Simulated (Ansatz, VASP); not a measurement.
## SnTe: VASP beside Ansatz

The input INCAR:

```
ALGO     = Normal         # electronic algorithm
EDIFF    = 1E-6           # SCF threshold, eV
ENCUT    = 520            # plane-wave cutoff, eV
GGA      = PE             # functional
ISIF     = 2              # what is computed and relaxed
ISMEAR   = 1              # smearing method
LASPH    = T              # aspherical terms in the spheres
LCHARG   = T              # write CHGCAR
LELF     = T              # ELF
LREAL    = F              # projectors in reciprocal space
LVHAR    = T            
LWAVE    = F              # write WAVECAR
NBANDS   = 17             # bands
NELM     = 100            # most SCF steps
PREC     = Accurate       # precision mode
SIGMA    = 0.5            # smearing width, eV
```

The input KPOINTS:

```
k-points
0
Gamma
  4 4 4
```

POSCAR

```
SnTe
1.0
    3.8918236295      0.0000000000      0.0000000000
    0.0000000000      3.8918236295      0.0000000000
    0.0000000000      0.0000000000      3.8918236295
Sn Te
1 1
Direct
    0.0000000000      0.0000000000      0.0000000000
    0.5000000000      0.5000000000      0.5000000000
```

Input for Ansatz:

```yaml
crystal:
  lattice:
    - [3.8918236295, 0.0, 0.0]
    - [0.0, 3.8918236295, 0.0]
    - [0.0, 0.0, 3.8918236295]
  atoms:
    - { symbol: Sn, position: [0.0, 0.0, 0.0] }
    - { symbol: Te, position: [0.5, 0.5, 0.5] }
kpoints:
  mp_grid: { grid: [4, 4, 4] }
hamiltonian:
  xc: pbe
scf:
  occupations: { method: cold, width: 0.5 }
  n_extra_bands: 4
output:
  forces: true
  stress: true
  eigenvalues: true
```

Alike in both runs: task single point; functional PBE; k mesh 4 × 4 × 4; no spin polarisation.

|  | VASP | Ansatz |
| --- | --- | --- |
| version | VASP 6.6.1 | Ansatz 0.2.0 |
| potentials or method | VASP PAW PBE potentials, release 64 (Sn_d, Te) | plane waves |
| plane-wave cutoff (eV) | 520 | 420 |
| occupations | methfessel-paxton of order 1, width 0.5 eV | cold, width 0.5 eV |
| valence electrons in the cell | 20 | 30 |

```tsv
	VASP	Ansatz	Ansatz less VASP
pressure (GPa)	0.6	0.6	+0.07
```

VASP's potentials hold 20 valence electrons a cell and Ansatz's 30, so a difference there can come from the potentials and not from the codes.

The k mesh is coarse, so the values compare programs but aren't converged. Spin-orbit coupling is off throughout.
